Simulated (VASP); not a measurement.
A run of VASP 6.6.1 is set up as follows.

Contents of INCAR:

```
ALGO = Normal ; EDIFF = 1E-6
ENCUT = 520 ; GGA = PE
ISIF = 2 ; ISMEAR = 1
LASPH = True ; LCHARG = False
LREAL = False ; LWAVE = False
NBANDS = 16 ; NELM = 80
PREC = Accurate ; SIGMA = 0.02
```

KPOINTS

```
k-points
0
Gamma
  8 8 8
```

The input POSCAR:

```
GaN
1.0
    0.0000000000      2.1956932463      2.1956932463
    2.1956932463      0.0000000000      2.1956932463
    2.1956932463      2.1956932463      0.0000000000
Ga N
1 1
Direct
    0.0000000000      0.0000000000      0.0000000000
    0.7500000000      0.7500000000      0.7500000000
```

Potentials or basis: VASP PAW PBE potentials, release 64 (Ga_d, N).

Launch:

```bash
$ cat potpaw_PBE.64/Ga_d/POTCAR potpaw_PBE.64/N/POTCAR > POTCAR
$ mpirun -np 1 vasp_std > vasp.out
```

(1) Estimate the pressure.

(2) Predict the band gap on the k mesh.

Results:

(1) 22.8 GPa.

(2) 2.23 eV, direct.
